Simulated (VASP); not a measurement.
Write the native input for VASP 6.6.1 that does the following.

```yaml
Task: single point
Functional: PBE
Potentials_or_basis: VASP PAW PBE potentials, release 64 (W_sv, S)
Cutoff: 520 eV
k_mesh: 10 × 10 × 1
Occupations: fermi-dirac, width 0.05 eV
Spin: no spin polarisation
Dipole_correction: no
Further_INCAR_settings: ALGO = Normal; EDIFF = 1e-06; NBANDS = 28
```

The structure of WS lies in POSCAR:

```
WS
1.0
    3.1835163551      0.0000000000      0.0000000000
   -1.5917581776      2.7570060369      0.0000000000
    0.0000000000      0.0000000000     31.9505778900
W S
2 2
Direct
    0.3333333300      0.6666666600      0.2347375383
    0.3333333300      0.6666666600      0.7652624617
    0.6666666700      0.3333333400      0.2835461018
    0.6666666700      0.3333333400      0.7164538982
```

These files were run (other wordings do the same):

INCAR

```
SYSTEM = WS
PREC = Accurate
ENCUT = 520
EDIFF = 1E-6
ISMEAR = -1
SIGMA = 0.05
LREAL = .FALSE.
LASPH = .TRUE.
NELM = 80
ALGO = Normal
ISIF = 2
LWAVE = .FALSE.
LCHARG = .FALSE.
GGA = PE
NBANDS = 28
```

KPOINTS

```
regular mesh
0
G
  10 10 1
  0 0 0
```

Potentials or basis: VASP PAW PBE potentials, release 64 (W_sv, S).

Run with:

```bash
$ cat potpaw_PBE.64/W_sv/POTCAR potpaw_PBE.64/S/POTCAR > POTCAR
$ mpirun -np 1 vasp_std > vasp.out
```

It gave:

* Largest force: 0.496 eV/Å
* Band gap on the k mesh: 0.21 eV, indirect (least direct gap 0.82 eV)

Caveat: spin-orbit coupling is left out, which moves the levels of the heavy elements.

Run time: 2 min on 1 thread of Intel(R) Xeon(R) Platinum 8559C (Emerald Rapids), with other jobs on the host, peak memory 0.39 GiB.
